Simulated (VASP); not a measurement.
# Sb in VASP: notebook

Sb is run at these levels: PBEsol; tasks: single point.

Everything below comes from runs of VASP 6.6.1. Logs are shortened: lines on timing, memory, paths and dates and some standing lists are left out, and cuts for length are marked.

**1. The cell of the first run**

The structure is trigonal, space group R-3m (No. 166). The conventional cell has a = 4.598 Å, b = 4.598 Å, c = 4.975 Å, α = 90.00°, β = 90.00°, γ = 120.00°. Within 4.3 Å of Sb (site symmetry -3m) lie 12 Sb at 3.13 to 4.25 Å.

**2. Single point, PBEsol (strained)**

File INCAR:

```
SYSTEM = Sb
ALGO = Normal
EDIFF = 1E-7
ENCUT = 520
GGA = PS
ISIF = 2
ISMEAR = 0
LASPH = .TRUE.
LCHARG = .FALSE.
LREAL = .FALSE.
LWAVE = .FALSE.
NBANDS = 8
NELM = 80
PREC = Accurate
SIGMA = 0.1
```

File KPOINTS:

```
k-points
0
G
  12 12 12
  0 0 0
```

File POSCAR:

```
Sb
1.0
    3.1252084000     -0.1264000000      0.1264000000
   -0.1264000000      3.1252084000      0.1264000000
    0.1264000000      0.1264000000      3.1252084000
Sb
1
Direct
    0.0000000000      0.0000000000      0.0000000000
```

Potentials or basis: VASP PAW PBE potentials, release 64 (Sb).

Started as:

```bash
cat potpaw_PBE.64/Sb/POTCAR > POTCAR
mpirun -np 1 vasp_std > vasp.out
```

OUTCAR:

```text
SYSTEM = Sb
   EDIFF = 1E-7
   ENCUT = 520
   GGA = PS
   ISIF = 2
   ISMEAR = 0
   LASPH = .TRUE.
   LREAL = .FALSE.
   NELM = 80
   PREC = Accurate

 ion  position               nearest neighbor table
   1  0.000  0.000  0.000-

  LATTYP: Found a trigonal (rhomboedric) cell.
 ALAT       =     3.1303165117
 COS(alpha) =    -0.0789963351

  Lattice vectors:

 A1 = (  -3.1252084000,   0.1264000000,  -0.1264000000)
 A2 = (   0.1264000000,  -3.1252084000,  -0.1264000000)
 A3 = (   0.1264000000,   0.1264000000,   3.1252084000)

Analysis of symmetry for initial positions (statically):
=====================================================================
 Subroutine PRICEL returns:
 Original cell was already a primitive cell.

 Routine SETGRP: Setting up the symmetry group for a
 trigonal (rhombohedral) supercell.

 Subroutine GETGRP returns: Found 12 space group operations
 (whereof 12 operations were pure point group operations)
 out of a pool of 12 trial point group operations.

The static configuration has the point symmetry D_3d.

Analysis of symmetry for dynamics (positions and initial velocities):
=====================================================================
 Subroutine PRICEL returns:
 Original cell was already a primitive cell.

 Routine SETGRP: Setting up the symmetry group for a
 trigonal (rhombohedral) supercell.

 Subroutine GETGRP returns: Found 12 space group operations
 (whereof 12 operations were pure point group operations)
 out of a pool of 12 trial point group operations.

The dynamic configuration has the point symmetry D_3d.

 Subroutine INISYM returns: Found 12 space group operations
 (whereof 12 operations are pure point group operations),
 and found     1 'primitive' translations

----------------------------------------------------------------------------------------

                                     Primitive cell

  volume of cell :      30.3699

  direct lattice vectors                    reciprocal lattice vectors
     3.125208400 -0.126400000  0.126400000     0.321073375  0.013533267 -0.013533267
    -0.126400000  3.125208400  0.126400000     0.013533267  0.321073375 -0.013533267
     0.126400000  0.126400000  3.125208400    -0.013533267 -0.013533267  0.321073375

  length of vectors
     3.130316512  3.130316512  3.130316512     0.321643298  0.321643298  0.321643298

  position of ions in fractional coordinates (direct lattice)
     0.000000000  0.000000000  0.000000000

  ion indices of the primitive-cell ions
   primitive index   ion index
                 1           1

----------------------------------------------------------------------------------------

 KPOINTS: k-points

Automatic generation of k-mesh.
 Grid dimensions read from file:
 generate k-points for:   12   12   12

 Generating k-lattice:

  Cartesian coordinates                     Fractional coordinates (reciprocal lattice)
     0.026756115  0.001127772 -0.001127772     0.083333333 -0.000000000  0.000000000
     0.001127772  0.026756115 -0.001127772    -0.000000000  0.083333333  0.000000000
    -0.001127772 -0.001127772  0.026756115     0.000000000  0.000000000  0.083333333

  Length of vectors
     0.026803608  0.026803608  0.026803608

  Shift w.r.t. Gamma in fractional coordinates (k-lattice)
     0.000000000  0.000000000  0.000000000

 Subroutine IBZKPT returns following result:
 ===========================================

 Found    189 irreducible k-points:

 Following reciprocal coordinates:
            Coordinates               Weight
  0.000000  0.000000  0.000000      1.000000
  0.083333 -0.000000  0.000000      6.000000
  0.166667  0.000000 -0.000000      6.000000
  0.250000 -0.000000  0.000000      6.000000
  0.333333 -0.000000  0.000000      6.000000
  0.416667  0.000000 -0.000000      6.000000
[... 16 lines left out ...]
  0.500000  0.166667 -0.000000     12.000000
 -0.416667  0.166667  0.000000     12.000000
 [... further k-points ...]
   k-points           NKPTS =    189   k-points in BZ     NKDIM =    189   number of bands    NBANDS=      8
   number of dos      NEDOS =    301   number of ions     NIONS =      1
   total plane-waves  NPLWV =  13824
   dimension x,y,z NGX =    24 NGY =   24 NGZ =   24
   dimension x,y,z NGXF=    48 NGYF=   48 NGZF=   48
   ions per type =               1
   NGX,Y,Z   is equivalent  to a cutoff of  12.75, 12.75, 12.75 a.u.
   NGXF,Y,Z  is equivalent  to a cutoff of  25.49, 25.49, 25.49 a.u.
 SYSTEM =  Sb
   PREC   = accura    normal or accurate (medium, high low for compatibility)
   ISTART =      0    job   : 0-new  1-cont  2-samecut
   ICHARG =      2    charge: 1-file 2-atom 10-const
   ISPIN  =      1    spin polarized calculation?
   LNONCOLLINEAR =      F non collinear calculations
   LSORBIT =      F    spin-orbit coupling
   LASPH  =      T    aspherical Exc in radial PAW
   ENCUT  =  520.0 eV  38.22 Ry    6.18 a.u.   5.82  5.82  5.82*2*pi/ulx,y,z
   NELM   =     80;   NELMIN=  2; NELMDL= -5     # of ELM steps
   EDIFF  = 0.1E-06   stopping-criterion for ELM
   LREAL  =      F    real-space projection
   EDIFFG = 0.1E-05   stopping-criterion for IOM
   NSW    =      0    number of steps for IOM
   IBRION =     -1    ionic relax: 0-MD 1-quasi-New 2-CG
   NFREE  =      0    steps in history (QN), initial steepest desc. (CG)
   ISIF   =      2    stress and relaxation
   ISYM   =      2    0-nonsym 1-usesym 2-fastsym
   POTIM  = 0.5000    time-step for ionic-motion
   TEBEG  =    0.0;   TEEND  =   0.0 temperature during run
   PSTRESS=    0.0 pullay stress
   NELECT =       5.0000    total number of electrons
   NUPDOWN=      -1.0000    fix difference up-down
   EMIN   =  10.00;   EMAX   =-10.00  energy-range for DOS
   EFERMI =   0.00;   METHOD = LEGACY
   ISMEAR =     0;   SIGMA  =   0.10  broadening in eV -4-tet -1-fermi 0-gaus
   EFERMI_NEDOS =   21; number of points for ismear=-14 and -15
   IALGO  =     38    algorithm
   IMIX   =      4    mixing-type and parameters
     AMIX     =   0.40;   BMIX     =  1.00
     AMIX_MAG =   1.60;   BMIX_MAG =  1.00
  volume/ion in A,a.u.               =      30.37       204.95
  Fermi-wavevector in a.u.,A,eV,Ry     =   0.897258  1.695572 10.953665  0.805072
  Thomas-Fermi vector in A             =   2.019819
   LORBIT       =      0    0 simple, 1 ext, 2 COOP (PROOUT), +10 PAW based schemes
   GGA     = PS    functional components
   LHFCALC =     F    Hartree Fock is set to
   AEXX    =    0.0000 exact exchange contribution
   IVDW    =     0    specifies the selected vdW correction
   LEPSILON=     F    determine dielectric tensor
   LRPA    =     F    only Hartree local field effects (RPA)
 non-spin polarized calculation
 Gauss-broadening in eV      SIGMA  =   0.10
  energy-cutoff  :      520.00
  volume of cell :       30.37
 maximum number of plane-waves:       840
   NGX = 11   NGY = 11   NGZ = 11

 number of electron       4.9999999 magnetization

 Free energy of the ion-electron system (eV)
  ---------------------------------------------------
  ext. energy  EPLUGINS =         0.00000000
  ---------------------------------------------------
  free energy    TOTEN  =        -4.48433050 eV

  energy without entropy =       -4.48037767  energy(sigma->0) =       -4.48235408

 E-fermi :   6.8150     XC(G=0):  -9.6904

 val. band max:        6.7884140461   @ k =   0.3333   0.2500   0.2500
 cond. band min:       6.8288204649   @ k =   0.1667   0.0000  -0.0000
 fundamental gap:      0.0404064188
 Fermi energy:         6.8150076953

 k-point     1 :       0.0000    0.0000    0.0000
  band No.  band energies     occupation
      1      -5.4830      2.00000
      2       9.6862      0.00000
      3      10.2371      0.00000
      4      10.2371      0.00000
      5      13.7986      0.00000
      6      13.7986      0.00000
      7      14.8469      0.00000
      8      23.8748      0.00000

 k-point     2 :       0.0833   -0.0000    0.0000
  band No.  band energies     occupation
      1      -5.3835      2.00000
      2       8.8136      0.00000
      3       9.9986      0.00000
      4      10.3216      0.00000
      5      13.8871      0.00000
      6      14.4035      0.00000
      7      15.6675      0.00000
      8      22.5128      0.00000

 k-point     3 :       0.1667    0.0000   -0.0000
  band No.  band energies     occupation
      1      -5.0892      2.00000
      2       6.8288      0.84513
      3      10.2088      0.00000
      4      10.5658      0.00000
      5      14.1469      0.00000
      6      14.8281      0.00000
      7      17.9034      0.00000
      8      20.9930      0.00000

 k-point     4 :       0.2500   -0.0000    0.0000
  band No.  band energies     occupation
      1      -4.6161      2.00000
      2       4.8596      2.00000
      3      10.5743      0.00000
      4      10.9395      0.00000
      5      14.5538      0.00000
      6      15.3383      0.00000
      7      19.3155      0.00000
      8      19.6676      0.00000

 k-point     5 :       0.3333   -0.0000    0.0000
  band No.  band energies     occupation
      1      -4.0097      2.00000
      2       3.1353      2.00000
      3      11.0051      0.00000
      4      11.3811      0.00000
      5      15.0324      0.00000
      6      16.0085      0.00000
      7      18.3405      0.00000
      8      18.6727      0.00000

 k-point     6 :       0.4167    0.0000   -0.0000
  band No.  band energies     occupation
      1      -3.3998      2.00000
      2       1.8400      2.00000
      3      11.3813      0.00000
      4      11.7742      0.00000
      5      15.3955      0.00000
      6      16.7257      0.00000
      7      17.6216      0.00000
      8      18.2779      0.00000

 k-point     7 :       0.5000   -0.0000    0.0000
  band No.  band energies     occupation
      1      -3.1058      2.00000
      2       1.3153      2.00000
      3      11.5380      0.00000
      4      11.9413      0.00000
      5      15.4941      0.00000
      6      16.9301      0.00000
      7      17.6390      0.00000
      8      18.6354      0.00000

 k-point     8 :       0.0833    0.0833   -0.0000
  band No.  band energies     occupation
      1      -5.2699      2.00000
      2       8.6954      0.00000
      3       8.8944      0.00000
      4      10.2483      0.00000
      5      14.2475      0.00000
      6      15.4397      0.00000
      7      16.1443      0.00000
      8      22.5308      0.00000

 k-point     9 :       0.1667    0.0833    0.0000
  band No.  band energies     occupation
      1      -4.9622      2.00000
      2       6.7808      1.37134
      3       8.9375      0.00000
      4      10.4748      0.00000
      5      14.5830      0.00000
      6      16.1449      0.00000
      7      18.2030      0.00000
      8      21.1189      0.00000

 k-point    10 :       0.2500    0.0833    0.0000
  band No.  band energies     occupation
      1      -4.4777      2.00000
      2       4.8247      2.00000
      3       9.2494      0.00000
      4      10.8413      0.00000
      5      15.0477      0.00000
      6      16.6555      0.00000
      7      19.6239      0.00000
      8      20.2794      0.00000
[... 78 lines left out ...]
 k-point    18 :      -0.0833    0.0833    0.0000
  band No.  band energies     occupation
      1      -5.2982      2.00000
      2       8.8420      0.00000
      3       9.3076      0.00000
      4      10.2664      0.00000
      5      14.1684      0.00000
      6      15.0559      0.00000
      7      15.8184      0.00000
      8      20.8725      0.00000

 k-point    19 :       0.1667    0.1667   -0.0000
  band No.  band energies     occupation
      1      -4.6418      2.00000
      2       6.9108      0.17564
      3       6.9357      0.08779
      4      10.6994      0.00000
      5      14.9528      0.00000
      6      18.2916      0.00000
      7      18.5852      0.00000
      8      20.5028      0.00000

 k-point    20 :       0.2500    0.1667   -0.0000
  band No.  band energies     occupation
      1      -4.1467      2.00000
      2       4.9813      2.00000
      3       7.2475      0.00000
      4      11.0660      0.00000
      5      15.4254      0.00000
      6      17.9527      0.00000
      7      19.4082      0.00000
      8      19.9977      0.00000

 k-point    21 :       0.3333    0.1667    0.0000
  band No.  band energies     occupation
      1      -3.5288      2.00000
      2       3.3042      2.00000
      3       7.7226      0.00000
      4      11.5067      0.00000
      5      15.8068      0.00000
      6      16.6685      0.00000
      7      18.9168      0.00000
      8      19.9368      0.00000

 k-point    22 :       0.4167    0.1667   -0.0000
  band No.  band energies     occupation
      1      -2.9373      2.00000
      2       2.0880      2.00000
      3       8.2823      0.00000
      4      11.9070      0.00000
      5      14.9490      0.00000
      6      16.5272      0.00000
      7      18.5797      0.00000
      8      19.3434      0.00000

 k-point    23 :       0.5000    0.1667   -0.0000
  band No.  band energies     occupation
      1      -2.7169      2.00000
      2       1.6981      2.00000
      3       8.7727      0.00000
      4      12.0945      0.00000
      5      14.0046      0.00000
      6      16.5043      0.00000
      7      18.3105      0.00000
      8      19.0946      0.00000

 k-point    24 :      -0.4167    0.1667    0.0000
  band No.  band energies     occupation
      1      -3.0803      2.00000
      2       2.3527      2.00000
      3       8.9204      0.00000
      4      11.9543      0.00000
      5      13.7233      0.00000
      6      16.2622      0.00000
      7      18.0080      0.00000
      8      19.1450      0.00000

 [... further k-points ...]

------------------------ aborting loop because EDIFF is reached ----------------------------------------

  FORCE on cell =-STRESS in cart. coord.  units (eV):
  Direction    XX          YY          ZZ          XY          YZ          ZX
  --------------------------------------------------------------------------------------
  -------------------------------------------------------------------------------------
  Total       -0.6226195     -0.6226195     -0.6226195      0.1658484     -0.1658484     -0.1658484
  in kB      -32.8466148    -32.8466148    -32.8466148      8.7494170     -8.7494170     -8.7494170
  external PRESSURE =     -32.8466148 kB  Pullay stress =       0.0000000 kB

 VOLUME and BASIS-vectors are now :
 -----------------------------------------------------------------------------
  energy-cutoff  :      520.00
  volume of cell :       30.37
      direct lattice vectors                 reciprocal lattice vectors
     3.125208400 -0.126400000  0.126400000     0.321073375  0.013533267 -0.013533267
    -0.126400000  3.125208400  0.126400000     0.013533267  0.321073375 -0.013533267
     0.126400000  0.126400000  3.125208400    -0.013533267 -0.013533267  0.321073375

 POSITION                                       TOTAL-FORCE (eV/Angst)
 -----------------------------------------------------------------------------------
      0.00000      0.00000      0.00000         0.000000     -0.000000      0.000000
 -----------------------------------------------------------------------------------
    total drift:                                0.000000     -0.000000      0.000000

  FREE ENERGIE OF THE ION-ELECTRON SYSTEM (eV)
  ---------------------------------------------------
  free  energy   TOTEN  =        -4.4843304952 eV

  energy  without entropy=       -4.4803776725  energy(sigma->0) =       -4.48235408
```

Wall time 30 s (1 thread of AMD EPYC 7R43 (Zen 3), shared host); peak memory 0.13 GiB.

What came out:

```yaml
Free_energy: -4.4843 eV
Pressure: -3.3 GPa
Band_gap_on_the_k_mesh: zero (an odd number of electrons rules out a gap without spin polarisation)
```

Stress tensor (GPa, compression positive):
```
-3.28  0.87 -0.87
 0.87 -3.28 -0.87
-0.87 -0.87 -3.28
```

Caveat: the cell differs from its parent crystal (strained); the cell stands under tension; the PAW data sets were made with another functional, which shifts forces and pressure a little; spin-orbit coupling is left out, which moves the levels of the heavy elements.

**3. Single point, PBEsol (strained)**

File INCAR:

```
PREC = Accurate ; ENCUT = 520
EDIFF = 1E-7 ; ISMEAR = 0
SIGMA = 0.1 ; LREAL = F
LASPH = T ; NELM = 100
ALGO = Normal ; ISIF = 2
LWAVE = F ; LCHARG = T
GGA = PS ; LELF = T
LVHAR = T ; NBANDS = 8
```

File KPOINTS:

```
Automatic mesh
0
Gamma
  12 12 12
```

File POSCAR:

```
Sb
1.0
    3.1235336000     -0.1264000000     -0.1264000000
   -0.1264000000      3.1235336000     -0.1264000000
   -0.1264000000     -0.1264000000      3.1235336000
Sb
1
Direct
    0.0000000000      0.0000000000      0.0000000000
```

Potentials or basis: VASP PAW PBE potentials, release 64 (Sb).

Started as:

```bash
cat potpaw_PBE.64/Sb/POTCAR > POTCAR
mpirun -np 1 vasp_std > vasp.out
```

Wall time 32 s (1 thread of AMD EPYC 7R43 (Zen 3), shared host); peak memory 0.14 GiB.

It converged, with:

```yaml
Free_energy: -4.4853 eV
Pressure: -3.2 GPa
Band_gap_on_the_k_mesh: zero (an odd number of electrons rules out a gap without spin polarisation)
```

Stress tensor (GPa, compression positive):
```
-3.21  0.87  0.87
 0.87 -3.21  0.87
 0.87  0.87 -3.21
```

Levels at points of the mesh, in eV from the Fermi level:
| k point | band 1 | band 2 | band 3 | band 4 | band 5 | band 6 |
| --- | --- | --- | --- | --- | --- | --- |
| (0.00, 0.00, 0.00) | -12.31 | 2.88 | 3.43 | 3.43 | 6.99 | 6.99 |
| (0.50, 0.00, 0.00) | -9.93 | -5.51 | 4.73 | 5.13 | 8.68 | 10.12 |
| (0.50, 0.50, 0.00) | -7.49 | -3.94 | -2.97 | 2.23 | 6.71 | 11.73 |
| (0.50, 0.50, 0.50) | -4.85 | -2.01 | -2.01 | -0.79 | 4.30 | 4.30 |

Caveat: the cell differs from its parent crystal (strained); the cell stands under tension; the PAW data sets were made with another functional, which shifts forces and pressure a little; spin-orbit coupling is left out, which moves the levels of the heavy elements.

**4. Single point, PBEsol (strained)**

File INCAR:

```
PREC = Accurate
ENCUT = 520
EDIFF = 1E-6
ISMEAR = 0
SIGMA = 0.1
LREAL = F
LASPH = T
NELM = 80
ALGO = Normal
ISIF = 2
LWAVE = F
LCHARG = T
GGA = PS
LELF = T
LVHAR = T
NBANDS = 8
```

KPOINTS is that of step 3.

File POSCAR:

```
Sb
1.0
    3.1969404000      0.1264000000     -0.0806748000
    0.1264000000      3.1813616000     -0.1264000000
   -0.0806748000     -0.1264000000      3.1969404000
Sb
1
Direct
    0.0000000000      0.0000000000      0.0000000000
```

Started as:

```bash
cat potpaw_PBE.64/Sb/POTCAR > POTCAR
mpirun -np 1 vasp_std > vasp.out
```

Run time: 71 s. Hardware: 1 thread of AMD EPYC 7R43 (Zen 3), shared host; peak memory 0.2 GiB.

It converged, with:

| Property | Result |
| --- | --- |
| Free energy | -4.4309 eV |
| Pressure | -5.8 GPa |
| Band gap on the k mesh | zero (an odd number of electrons rules out a gap without spin polarisation) |

Stress tensor (GPa, compression positive):
```
-5.83 -1.11  0.73
-1.11 -5.60  1.11
 0.73  1.11 -5.83
```

Levels at points of the mesh, in eV from the Fermi level:
| k point | band 1 | band 2 | band 3 | band 4 | band 5 | band 6 | band 7 |
| --- | --- | --- | --- | --- | --- | --- | --- |
| (0.00, 0.00, 0.00) | -11.84 | 2.88 | 2.89 | 3.37 | 6.84 | 6.93 | 7.63 |
| (0.50, 0.00, 0.00) | -9.71 | -5.08 | 4.51 | 4.84 | 8.65 | 10.18 | 10.46 |
| (0.00, 0.50, 0.00) | -9.65 | -5.09 | 4.49 | 4.68 | 8.53 | 9.92 | 10.49 |
| (0.50, 0.50, 0.00) | -7.48 | -3.60 | -2.78 | 2.43 | 6.16 | 11.14 | 12.59 |
| (0.50, 0.00, 0.50) | -7.52 | -3.46 | -2.96 | 2.38 | 6.17 | 11.04 | 12.81 |
| (0.50, 0.50, 0.50) | -5.17 | -2.23 | -1.18 | -1.01 | 4.26 | 5.17 | 5.47 |

Caveat: the cell differs from its parent crystal (strained); the cell stands under tension; the PAW data sets were made with another functional, which shifts forces and pressure a little; spin-orbit coupling is left out, which moves the levels of the heavy elements.

**5. The runs side by side**

| cell | gap on the mesh (eV) | pressure (GPa) |
| --- | --- | --- |
| a = 3.130 Å, angles 85.5, 85.5, 94.5°, 1 atom | none | -3.3 |
| a = 3.129 Å, angles 94.5°, 1 atom | none | -3.2 |
| a = 3.200, b = 3.186 Å, angles 94.6, 93.0, 85.4°, 1 atom | none | -5.8 |

Alike in all rows: task single point; level PBEsol; potentials or basis VASP PAW PBE potentials, release 64 (Sb); no spin polarisation; k mesh 12 × 12 × 12; cutoff (eV) 520; smearing gaussian 0.1 eV.

Caveats: the cell stands under tension; the PAW data sets were made with another functional, which shifts forces and pressure a little; spin-orbit coupling is left out, which moves the levels of the heavy elements.

Absolute energies hang on the potentials; compare differences alone.
